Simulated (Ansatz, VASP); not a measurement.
## P4C in VASP and in Ansatz

Contents of INCAR:

```
SYSTEM = P4C
  PREC = Accurate
  ENCUT = 520
  EDIFF = 1E-6
  ISMEAR = 0
  SIGMA = 0.1
  LREAL = .FALSE.
  LASPH = .TRUE.
  NELM = 150
  ALGO = Normal
  ISIF = 2
  LWAVE = .FALSE.
  LCHARG = .FALSE.
  ISPIN = 2
  MAGMOM = 0 0 0 0 1
  LORBIT = 11
  GGA = PE
  NBANDS = 24
```

Contents of KPOINTS:

```
regular mesh
0
G
  6 6 6
  0 0 0
```

POSCAR

```
P4C
1.0
   -2.4333493073      2.5212008965      3.3234824672
    2.4333493073     -2.5212008965      3.3234824672
    2.4333493073      2.5212008965     -3.3234824672
P C
4 1
Direct
    0.2527375054      0.2527375054      0.0000000000
    0.7472624946      0.7472624946      0.0000000000
    0.3341088697      0.8341088697      0.5000000000
    0.6658911303      0.1658911303      0.5000000000
    0.0000000000      0.0000000000      0.0000000000
```

Input for Ansatz:

```yaml
crystal:
  lattice:
    - [-2.4333493073, 2.5212008965, 3.3234824672]
    - [2.4333493073, -2.5212008965, 3.3234824672]
    - [2.4333493073, 2.5212008965, -3.3234824672]
  atoms:
    - { symbol: P, position: [0.2527375054, 0.2527375054, 0.0] }
    - { symbol: P, position: [0.7472624946, 0.7472624946, 0.0] }
    - { symbol: P, position: [0.3341088697, 0.8341088697, 0.5] }
    - { symbol: P, position: [0.6658911303, 0.1658911303, 0.5] }
    - { symbol: C, position: [0.0, 0.0, 0.0], spin: 1.0 }
basis:
  ecutwfc: 420
kpoints:
  mp_grid: { grid: [6, 6, 6] }
hamiltonian:
  xc: pbe
scf:
  occupations: { method: gaussian, width: 0.1 }
  lower_state_search: "off"
output:
  forces: true
  stress: true
  eigenvalues: true
  populations: true
magnetization:
  spin_polarized: true
```

Change from the starting cell: species swapped into the LaAl4 type (Immm, No. 71).

Alike in both runs: task single point; functional PBE; k mesh 6 × 6 × 6; occupations gaussian, width 0.1 eV; collinear spin.

|  | VASP | Ansatz |
| --- | --- | --- |
| version | VASP 6.6.1 | Ansatz 0.2.0 |
| potentials or method | VASP PAW PBE potentials, release 64 (P, C), cutoff 520 eV | scalar-relativistic, plane waves, PAW |
| valence electrons in the cell | 24 | 24 |

```csv
,VASP,Ansatz,Ansatz less VASP
gap on the k mesh at the Fermi level (eV),none,none,-
pressure (GPa),0.2,0.5,+0.25
"traceless stress, the component that is largest in VASP (GPa)",-2.55,-2.20,+0.359
rms of the force components (eV/Å),0.253,0.239,-0.0140
net moment per atom (μB),0.00,0.00,0.000
```

Atom by atom the forces differ by 0.026 eV/Å (rms over components). A gap of «none» marks a metal or a gap that the smearing closes. With one functional, cell and mesh, what is left measures potentials, basis and numerics. Ansatz's warnings: seeded moment not kept.
